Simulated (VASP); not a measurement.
# FePt (Tetraferroplatinum) (P4/mmm) in VASP: notebook

Aim: see how the results for FePt (Tetraferroplatinum) move with the level of theory and the settings. Levels: PBE, revPBE+D3(BJ), RPBE+D3(BJ). Tasks: single point, relaxation of cell and atoms.

Everything below comes from runs of VASP 6.6.1. Logs are shortened: lines on timing, memory, paths and dates and some standing lists are left out, and cuts for length are marked.

### Step 1. The cell of the first run

It takes space group P4/mmm (No. 123, tetragonal). Conventional cell: a = 2.724 Å, b = 2.724 Å, c = 3.720 Å, α = 90.00°, β = 90.00°, γ = 90.00°. Pt (site symmetry 4/mmm) has 8 Fe at 2.68 Å and 4 Pt at 2.72 Å within 3.5 Å. Fe (site symmetry 4/mmm) has 8 Pt at 2.68 Å and 4 Fe at 2.72 Å within 3.5 Å.

### Step 2. Single point, PBE, collinear spin, ferromagnetic start

The input, INCAR:

```
SYSTEM = FePt
PREC     = Accurate       ! precision mode
ENCUT    = 520            ! plane-wave cutoff, eV
EDIFF    = 1E-7           ! SCF threshold, eV
ISMEAR   = 0              ! smearing method
SIGMA    = 0.020999999999999998 ! smearing width, eV
LREAL    = .FALSE.        ! projectors in reciprocal space
LASPH    = .TRUE.         ! aspherical terms in the spheres
NELM     = 150            ! most SCF steps
ALGO     = Normal         ! electronic algorithm
ISIF     = 2              ! what is computed and relaxed
LWAVE    = .FALSE.        ! write WAVECAR
LCHARG   = .TRUE.         ! write CHGCAR
ISPIN    = 2              ! spin polarisation
MAGMOM   = 0 3            ! initial moments
LORBIT   = 11             ! projections on sites
LMAXMIX  = 4              ! l up to which the mixer works
GGA      = PE             ! functional
LELF     = .TRUE.         ! ELF
LVHAR    = .TRUE.       
NBANDS   = 20             ! bands
```

The input, KPOINTS:

```
Automatic mesh
0
G
  10 10 7
  0 0 0
```

The input, POSCAR:

```
FePt
1.0
    2.7235000000      0.0000000000      0.0000000000
    0.0000000000      2.7235000000      0.0000000000
    0.0000000000      0.0000000000      3.7200000000
Pt Fe
1 1
Direct
    0.5000000000      0.5000000000      0.5000000000
    0.0000000000      0.0000000000      0.0000000000
```

Potentials or basis: VASP PAW PBE potentials, release 64 (Pt, Fe).

Command:

```
> cat potpaw_PBE.64/Pt/POTCAR potpaw_PBE.64/Fe/POTCAR > POTCAR
> mpirun -np 1 vasp_std > vasp.out
```

OUTCAR:

```text
SYSTEM = FePt
   PREC = Accurate
   ENCUT = 520
   EDIFF = 1E-7
   ISMEAR = 0
   LREAL = .FALSE.
   LASPH = .TRUE.
   NELM = 150
   ISIF = 2
   ISPIN = 2
   LORBIT = 11
   GGA = PE

 ion  position               nearest neighbor table
   1  0.500  0.500  0.500-   2 2.68   2 2.68   2 2.68   2 2.68   2 2.68   2 2.68   2 2.68   2 2.68

   2  0.000  0.000  0.000-   1 2.68   1 2.68   1 2.68   1 2.68   1 2.68   1 2.68   1 2.68   1 2.68

  LATTYP: Found a simple tetragonal cell.
 ALAT       =     2.7235000000
 C/A-ratio  =     1.3658894804

  Lattice vectors:

 A1 = (   2.7235000000,   0.0000000000,   0.0000000000)
 A2 = (   0.0000000000,   2.7235000000,   0.0000000000)
 A3 = (   0.0000000000,   0.0000000000,   3.7200000000)

Analysis of symmetry for initial positions (statically):
=====================================================================
 Subroutine PRICEL returns:
 Original cell was already a primitive cell.

 Routine SETGRP: Setting up the symmetry group for a
 simple tetragonal supercell.

 Subroutine GETGRP returns: Found 16 space group operations
 (whereof 16 operations were pure point group operations)
 out of a pool of 16 trial point group operations.

The static configuration has the point symmetry D_4h.

Analysis of symmetry for dynamics (positions and initial velocities):
=====================================================================
 Subroutine PRICEL returns:
 Original cell was already a primitive cell.

 Routine SETGRP: Setting up the symmetry group for a
 simple tetragonal supercell.

 Subroutine GETGRP returns: Found 16 space group operations
 (whereof 16 operations were pure point group operations)
 out of a pool of 16 trial point group operations.

The dynamic configuration has the point symmetry D_4h.

Analysis of structural, dynamic, and magnetic symmetry:
=====================================================================
 Subroutine PRICEL returns:
 Original cell was already a primitive cell.

 Routine SETGRP: Setting up the symmetry group for a
 simple tetragonal supercell.

 Subroutine GETGRP returns: Found 16 space group operations
 (whereof 16 operations were pure point group operations)
 out of a pool of 16 trial point group operations.

The overall configuration has the point symmetry D_4h.

 Subroutine INISYM returns: Found 16 space group operations
 (whereof 16 operations are pure point group operations),
 and found     1 'primitive' translations

----------------------------------------------------------------------------------------

                                     Primitive cell
[... 114 lines left out ...]
  Thomas-Fermi vector in A             =   2.540800
   LORBIT       =     11    0 simple, 1 ext, 2 COOP (PROOUT), +10 PAW based schemes
   GGA     = PE    functional components
   LHFCALC =     F    Hartree Fock is set to
   AEXX    =    0.0000 exact exchange contribution
   IVDW    =     0    specifies the selected vdW correction
   LEPSILON=     F    determine dielectric tensor
   LRPA    =     F    only Hartree local field effects (RPA)
 spin polarized calculation
 Gauss-broadening in eV      SIGMA  =   0.02
  energy-cutoff  :      520.00
  volume of cell :       27.59
 maximum number of plane-waves:       758
   NGX = 11   NGY = 11   NGZ = 13

 number of electron      17.9999997 magnetization       3.2590320

 Free energy of the ion-electron system (eV)
  ---------------------------------------------------
  ext. energy  EPLUGINS =         0.00000000
  ---------------------------------------------------
  free energy    TOTEN  =       -14.80059321 eV

  energy without entropy =      -14.80013747  energy(sigma->0) =      -14.80036534

 E-fermi :   8.7427     XC(G=0): -13.0584

 val. band max:        8.7389396849   @ k =   0.4000   0.1000   0.4286
 cond. band min:       8.7600994755   @ k =   0.5000   0.4000   0.2857
 fundamental gap:      0.0211597906
 Fermi energy:         8.7426917846

 spin component 1

 k-point     1 :       0.0000    0.0000    0.0000
  band No.  band energies     occupation
      1      -0.8867      1.00000
      2       2.3453      1.00000
      3       2.5267      1.00000
      4       5.2612      1.00000
      5       5.2612      1.00000
      6       5.7794      1.00000
[... 541 lines left out ...]
     19      31.7054      0.00000
     20      31.9353      0.00000

 [... further k-points ...]

 spin component 2

 k-point     1 :       0.0000    0.0000    0.0000
  band No.  band energies     occupation
      1      -0.7559      1.00000
      2       2.9168      1.00000
      3       2.9232      1.00000
      4       6.3283      1.00000
      5       6.3283      1.00000
      6       7.9099      1.00000
[... 541 lines left out ...]
     19      31.9157      0.00000
     20      32.2208      0.00000

 [... further k-points ...]

------------------------ aborting loop because EDIFF is reached ----------------------------------------

  FORCE on cell =-STRESS in cart. coord.  units (eV):
  Direction    XX          YY          ZZ          XY          YZ          ZX
  --------------------------------------------------------------------------------------
  -------------------------------------------------------------------------------------
  Total        0.4586806      0.4586806      0.5531447      0.0000000      0.0000000      0.0000000
  in kB       26.6331957     26.6331957     32.1182309      0.0000000      0.0000000      0.0000000
  external PRESSURE =      28.4615408 kB  Pullay stress =       0.0000000 kB

 VOLUME and BASIS-vectors are now :
 -----------------------------------------------------------------------------
  energy-cutoff  :      520.00
  volume of cell :       27.59
      direct lattice vectors                 reciprocal lattice vectors
     2.723500000  0.000000000  0.000000000     0.367174592  0.000000000  0.000000000
     0.000000000  2.723500000  0.000000000     0.000000000  0.367174592  0.000000000
     0.000000000  0.000000000  3.720000000     0.000000000  0.000000000  0.268817204

 POSITION                                       TOTAL-FORCE (eV/Angst)
 -----------------------------------------------------------------------------------
      1.36175      1.36175      1.86000         0.000000      0.000000      0.000000
      0.00000      0.00000      0.00000         0.000000      0.000000      0.000000
 -----------------------------------------------------------------------------------
    total drift:                               -0.000000      0.000000      0.000000

  FREE ENERGIE OF THE ION-ELECTRON SYSTEM (eV)
  ---------------------------------------------------
  free  energy   TOTEN  =       -14.8005932119 eV

  energy  without entropy=      -14.8001374695  energy(sigma->0) =      -14.80036534

 total charge

# of ion       s       p       d       tot
------------------------------------------
    1        0.714   0.667   8.054   9.435
    2        0.409   0.453   6.125   6.987
--------------------------------------------------
tot          1.123   1.119  14.179  16.422

 magnetization (x)

# of ion       s       p       d       tot
------------------------------------------
    1       -0.026  -0.069   0.421   0.326
    2        0.004  -0.008   2.914   2.910
--------------------------------------------------
tot         -0.022  -0.076   3.336   3.237
```

OSZICAR:

```text
N       E                     dE             d eps       ncg     rms          rms(c)
DAV:   1     0.921108544977E+02    0.92111E+02   -0.83722E+03  7176   0.993E+02
DAV:   2    -0.124441211190E+02   -0.10455E+03   -0.92585E+02  6864   0.216E+02
DAV:   3    -0.161680252744E+02   -0.37239E+01   -0.36180E+01  7828   0.466E+01
DAV:   4    -0.162111169578E+02   -0.43092E-01   -0.43061E-01  7548   0.426E+00
DAV:   5    -0.162122659590E+02   -0.11490E-02   -0.11490E-02  7992   0.779E-01    0.168E+01
DAV:   6    -0.174314409812E+02   -0.12192E+01   -0.11049E+01  7504   0.634E+01    0.245E+01
DAV:   7    -0.149462802096E+02    0.24852E+01   -0.77214E+00  8664   0.600E+01    0.853E+00
DAV:   8    -0.148803747075E+02    0.65906E-01   -0.33005E-01  8372   0.762E+00    0.392E+00
DAV:   9    -0.148088428087E+02    0.71532E-01   -0.90024E-02  9740   0.555E+00    0.165E+00
DAV:  10    -0.148013587505E+02    0.74841E-02   -0.25864E-02 10152   0.241E+00    0.646E-01
DAV:  11    -0.148005822769E+02    0.77647E-03   -0.22108E-03  9504   0.620E-01    0.266E-01
DAV:  12    -0.148005994650E+02   -0.17188E-04   -0.19989E-04  8280   0.154E-01    0.871E-02
DAV:  13    -0.148005964876E+02    0.29773E-05   -0.27690E-05  8084   0.513E-02    0.444E-02
DAV:  14    -0.148005918237E+02    0.46640E-05   -0.11942E-05  9640   0.587E-02    0.143E-02
DAV:  15    -0.148005929385E+02   -0.11149E-05   -0.17123E-06  8908   0.153E-02    0.513E-03
DAV:  16    -0.148005931682E+02   -0.22969E-06   -0.25060E-07  6092   0.863E-03    0.170E-03
DAV:  17    -0.148005932119E+02   -0.43678E-07   -0.59215E-08  3860   0.242E-03
   1 F= -.14800593E+02 E0= -.14800365E+02  d E =-.455742E-03  mag=     3.2589
```

It took 98 s on 1 thread of Intel Xeon Platinum 8259CL at 2.50GHz (Skylake/Cascade Lake), shared host; peak memory 0.2 GiB.

What came out:

| Quantity | Value |
| --- | --- |
| Free energy | -14.8006 eV |
| Pressure | 2.8 GPa |
| Net moment | 3.26 μB per cell |
| Site moments | Pt +0.33; Fe +2.91 μB |
| Valence electrons inside the program's atomic spheres | Pt 9.44; Fe 6.99 |

Levels at points of the mesh, in eV from the Fermi level:
Spin up:
```
           k point  band 7  band 8  band 9  band 10  band 11  band 12  band 13  band 14  band 15  band 16
(0.00, 0.00, 0.00)   -2.17   -1.98   -0.57    -0.43    -0.43     2.25     9.72    11.63    11.63    17.18
(0.50, 0.00, 0.00)   -2.73   -2.57   -2.18    -1.67     0.09     1.98    10.42    10.52    12.50    13.24
(0.50, 0.50, 0.00)   -0.58   -0.51   -0.51     0.50     1.58     1.58     7.55     9.99    10.85    12.32
```
Spin down:
```
           k point  band 6  band 7  band 8  band 9  band 10  band 11
(0.00, 0.00, 0.00)   -0.83   -0.81    0.56    1.62     1.62     1.65
(0.50, 0.00, 0.00)   -1.42   -1.23   -0.92    0.49     0.64     2.32
(0.50, 0.50, 0.00)    1.20    1.62    1.68    1.69     1.69     1.70
```

Caveat: spin-orbit coupling is left out, which moves the levels of the heavy elements.

### Step 3. Relaxation of cell and atoms, revPBE+D3(BJ), collinear spin, ferromagnetic start

The input, INCAR:

```
SYSTEM = FePt
PREC = Accurate
ENCUT = 600
EDIFF = 1E-6
ISMEAR = -1
SIGMA = 0.05
LREAL = .FALSE.
LASPH = .TRUE.
NELM = 150
ALGO = Normal
ISIF = 3
LWAVE = .FALSE.
LCHARG = .FALSE.
ISPIN = 2
MAGMOM = 0 3
LORBIT = 11
LMAXMIX = 4
GGA = RE
IVDW = 12
IBRION = 2
NSW = 80
EDIFFG = -0.01
```

KPOINTS is that of step 2.

POSCAR is that of step 2.

Potentials or basis: VASP PAW PBE potentials, release 64 (Pt, Fe).

Command:

```
> cat potpaw_PBE.64/Pt/POTCAR potpaw_PBE.64/Fe/POTCAR > POTCAR
> mpirun -np 1 vasp_std > vasp.out
```

Run time: 5.8 min. Hardware: 1 thread of Intel Xeon Platinum 8259CL at 2.50GHz (Skylake/Cascade Lake), shared host; peak memory 0.24 GiB.

It converged, with:

* Free energy: -15.9790 eV
* Relaxed volume: 13.43 Å³/atom
* Relaxed cell: a = 2.698 Å, b = 2.698 Å, c = 3.690 Å, α = 90.00°, β = 90.00°, γ = 90.00°
* Space group after relaxing (to 0.05 Å): P4/mmm (No. 123)
* Energy gained by relaxing: 7.0 meV/atom
* Ionic steps: 8
* Pressure after relaxing: 0.0 GPa
* Net moment: 3.25 μB per cell
* Site moments: Pt +0.33; Fe +2.89 μB
* Valence electrons inside the program's atomic spheres: Pt 9.51; Fe 7.04
* Dispersion energy per atom: -1.045 eV

Stress tensor (GPa, compression positive):
```
-0.08  0.00  0.00
 0.00 -0.08  0.00
 0.00  0.00  0.10
```

The path:
| step | energy change (eV) | largest force (eV/Å) | pressure (GPa) | volume (Å³) |
| --- | --- | --- | --- | --- |
| 1 | 0.0000 | 0.0000 | -5.79 | 27.59 |
| 2 | 0.0283 | 0.0000 | 11.96 | 25.65 |
| 3 | -0.0140 | 0.0000 | -0.06 | 26.85 |
| 4 | -0.0140 | 0.0000 | 0.13 | 26.84 |
| 5 | -0.0140 | 0.0000 | -0.22 | 26.88 |
| 6 | -0.0140 | 0.0000 | -0.07 | 26.86 |
| 7 | -0.0140 | 0.0000 | -0.25 | 26.86 |
| 8 | -0.0140 | 0.0000 | -0.02 | 26.86 |

Final structure:
```cif
data_structure
_symmetry_space_group_name_H-M 'P 1'
_symmetry_Int_Tables_number 1
_cell_length_a 2.6980
_cell_length_b 2.6980
_cell_length_c 3.6901
_cell_angle_alpha 90.000
_cell_angle_beta 90.000
_cell_angle_gamma 90.000
_cell_volume 26.86
loop_
_atom_site_label
_atom_site_type_symbol
_atom_site_fract_x
_atom_site_fract_y
_atom_site_fract_z
_atom_site_occupancy
Pt1 Pt 0.50000 0.50000 0.50000 1
Fe1 Fe 0.00000 0.00000 0.00000 1
```

Levels at points of the mesh, in eV from the Fermi level:
Spin up:
| k point | band 7 | band 8 | band 9 | band 10 | band 11 | band 12 | band 13 | band 14 | band 15 |
| --- | --- | --- | --- | --- | --- | --- | --- | --- | --- |
| (0.00, 0.00, 0.00) | -2.17 | -1.98 | -0.53 | -0.39 | -0.39 | 2.27 | 10.05 | 11.85 | 11.85 |
| (0.50, 0.00, 0.00) | -2.80 | -2.58 | -2.19 | -1.69 | 0.18 | 2.12 | 10.59 | 10.73 | 12.84 |
| (0.50, 0.50, 0.00) | -0.54 | -0.47 | -0.47 | 0.59 | 1.62 | 1.62 | 7.86 | 10.38 | 11.00 |
Spin down:
```
           k point  band 5  band 6  band 7  band 8  band 9  band 10  band 11  band 12
(0.00, 0.00, 0.00)   -2.47   -0.87   -0.80    0.59    1.71     1.71     1.74     2.44
(0.50, 0.00, 0.00)   -2.57   -1.43   -1.27   -0.97    0.53     0.68     2.47     2.63
(0.50, 0.50, 0.00)    0.99    1.29    1.69    1.73    1.73     1.75     1.79     1.79
```

Caveat: the PAW data sets were made with another functional, which shifts forces and pressure a little; spin-orbit coupling is left out, which moves the levels of the heavy elements; pairwise dispersion overbinds metals, which lowers pressure and volume.

### Step 4. Single point, RPBE+D3(BJ), collinear spin, ferromagnetic start

This run uses another cell than the first one, of 12.33 Å³/atom, 0.894 times its volume.

The input, INCAR:

```
ALGO = Fast ; EDIFF = 1E-7
ENCUT = 520 ; GGA = RP
ISIF = 2 ; ISMEAR = -1
ISPIN = 2 ; IVDW = 12
LASPH = T ; LCHARG = F
LMAXMIX = 4 ; LORBIT = 11
LREAL = F ; LWAVE = F
MAGMOM = 0 3 ; NBANDS = 20
NELM = 150 ; PREC = Accurate
SIGMA = 0.05
```

The input, KPOINTS:

```
k-points
0
Gamma
  10 10 7
```

The input, POSCAR:

```
FePt
1.0
    2.6253947943      0.0000000000      0.0000000000
    0.0000000000      2.6253947943      0.0000000000
    0.0000000000      0.0000000000      3.5788839786
Pt Fe
1 1
Direct
    0.5000000000      0.5000000000      0.5000000000
    0.0000000000      0.0000000000      0.0000000000
```

Command:

```
> cat potpaw_PBE.64/Pt/POTCAR potpaw_PBE.64/Fe/POTCAR > POTCAR
> mpirun -np 1 vasp_std > vasp.out
```

Wall time 2.2 min (1 thread of AMD EPYC 7R43 (Zen 3), shared host); peak memory 0.16 GiB.

Results (log left out):

```yaml
Free_energy: -19.7759 eV
Pressure: -0.6 GPa
Net_moment: 3.16 μB per cell
Site_moments: Pt +0.34; Fe +2.77 μB
Valence_electrons_inside_the_program's_atomic_spheres: Pt 9.75; Fe 7.24
Dispersion_energy_per_atom: -3.237 eV
```

Stress tensor (GPa, compression positive):
```
-0.64  0.00  0.00
 0.00 -0.64  0.00
 0.00  0.00 -0.54
```

Levels at points of the mesh, in eV from the Fermi level:
Spin up:
| k point | band 8 | band 9 | band 10 | band 11 | band 12 | band 13 | band 14 | band 15 |
| --- | --- | --- | --- | --- | --- | --- | --- | --- |
| (0.00, 0.00, 0.00) | -1.87 | -0.39 | -0.13 | -0.13 | 2.45 | 11.26 | 12.42 | 12.42 |
| (0.50, 0.00, 0.00) | -2.54 | -2.09 | -1.79 | 0.51 | 2.53 | 11.20 | 11.56 | 14.02 |
| (0.50, 0.50, 0.00) | -0.18 | -0.18 | 0.83 | 1.67 | 1.67 | 8.80 | 11.48 | 11.56 |
Spin down:
| k point | band 6 | band 7 | band 8 | band 9 | band 10 | band 11 |
| --- | --- | --- | --- | --- | --- | --- |
| (0.00, 0.00, 0.00) | -1.02 | -0.82 | 0.64 | 1.89 | 1.93 | 1.93 |
| (0.50, 0.00, 0.00) | -1.51 | -1.49 | -1.23 | 0.48 | 0.68 | 2.89 |
| (0.50, 0.50, 0.00) | 1.49 | 1.81 | 1.81 | 1.85 | 1.93 | 2.03 |

Caveat: the PAW data sets were made with another functional, which shifts forces and pressure a little; spin-orbit coupling is left out, which moves the levels of the heavy elements; pairwise dispersion overbinds metals, which lowers pressure and volume.

### Step 5. Overview

| task | level | cell | cutoff (eV) | smearing | gap on the mesh (eV) | pressure (GPa) | moment (μB) |
| --- | --- | --- | --- | --- | --- | --- | --- |
| single point | PBE | a = 2.724, b = 2.724, c = 3.720 Å, 2 atoms | 520 | gaussian 0.021 eV | none | 2.8 | 3.26 |
| relaxation of cell and atoms | revPBE+D3(BJ) | relaxed from a = 2.724, b = 2.724, c = 3.720 Å, 2 atoms | 600 | fermi-dirac 0.05 eV | none | 0.0 | 3.25 |
| single point | RPBE+D3(BJ) | a = 2.625, b = 2.625, c = 3.579 Å, 2 atoms | 520 | fermi-dirac 0.05 eV | none | -0.6 | 3.16 |

Alike in all rows: potentials or basis VASP PAW PBE potentials, release 64 (Pt, Fe); spin collinear, ferromagnetic start; k mesh 10 × 10 × 7.

Caveats: spin-orbit coupling is left out, which moves the levels of the heavy elements; the PAW data sets were made with another functional, which shifts forces and pressure a little (some runs); pairwise dispersion overbinds metals, which lowers pressure and volume (some runs).

Absolute energies hang on the potentials; compare differences alone.
